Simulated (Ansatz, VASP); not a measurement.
## Two plane-wave programs on GdN

File INCAR:

```
PREC = Accurate ; ENCUT = 600
EDIFF = 1E-6 ; ISMEAR = 0
SIGMA = 0.15 ; LREAL = F
LASPH = T ; NELM = 150
ALGO = Normal ; ISIF = 3
LWAVE = F ; LCHARG = F
ISPIN = 2 ; MAGMOM = 7 7 0 0
LORBIT = 11 ; LMAXMIX = 6
GGA = PE ; IBRION = 2
NSW = 36 ; EDIFFG = -0.08
```

KPOINTS

```
Automatic mesh
0
Gamma
  5 5 3
```

POSCAR

```
GdN
1.0
    3.5813624100      0.0000000000      0.0000000000
   -1.7906812100      3.1015508300      0.0000000000
    0.0000000000      0.0000000000      6.1570439300
Gd N
2 2
Direct
    0.6666666700      0.3333333300      0.7452700100
    0.3333333300      0.6666666700      0.2547299900
    0.0000000000      0.0000000000      0.0000000000
    0.0000000000      0.0000000000      0.5000000000
```

Input for Ansatz:

```yaml
crystal:
  lattice:
    - [3.58136241, 0.0, 0.0]
    - [-1.79068121, 3.10155083, 0.0]
    - [0.0, 0.0, 6.15704393]
  atoms:
    - { symbol: Gd, position: [0.66666667, 0.33333333, 0.74527001], spin: 7.0 }
    - { symbol: Gd, position: [0.33333333, 0.66666667, 0.25472999], spin: 7.0 }
    - { symbol: "N", position: [0.0, 0.0, 0.0] }
    - { symbol: "N", position: [0.0, 0.0, 0.5] }
basis:
  ecutwfc: 420
kpoints:
  mp_grid: { grid: [5, 5, 3] }
hamiltonian:
  xc: pbe
scf:
  occupations: { method: gaussian, width: 0.15 }
  lower_state_search: "off"
output:
  forces: true
  stress: true
  eigenvalues: true
  populations: true
magnetization:
  spin_polarized: true
relax:
  adjacent_minimum: "off"
  f_tol: 0.08
  max_steps: 16
  cell: { stress_tol: 0.8 }
```

Change from the starting cell: species swapped into the ZrN type (P-3m1, No. 164).

Alike in both runs: task relaxation of cell and atoms; functional PBE; k mesh 5 × 5 × 3; occupations gaussian, width 0.15 eV; collinear spin.

```csv
,VASP,Ansatz
version,VASP 6.6.1,Ansatz 0.2.0
potentials or method,"VASP PAW PBE potentials, release 64 (Gd, N), cutoff 600 eV","scalar-relativistic, plane waves, PAW"
valence electrons in the cell,46,46
```

|  | VASP | Ansatz | Ansatz less VASP |
| --- | --- | --- | --- |
| gap on the k mesh at the Fermi level, each at its own relaxed structure (eV) | none | none | - |
| net moment per atom (μB) | 3.50 | 3.50 | 0.000 |
| size of the moment on the site where the two differ most (μB) | 6.80 | 6.86 | +0.056 |
| relaxed volume (Å³/atom) | 15.27 | 15.28 | +0.007 |
| relaxed cell length with the largest relative difference (Å) | 5.966 | 5.960 | -0.0060 |

Site moments also hang on the region over which each program counts them. A gap of «none» marks a metal or a gap that the smearing closes.

The k mesh is coarse, so the values compare programs but aren't converged. Neither program's run includes spin-orbit coupling.
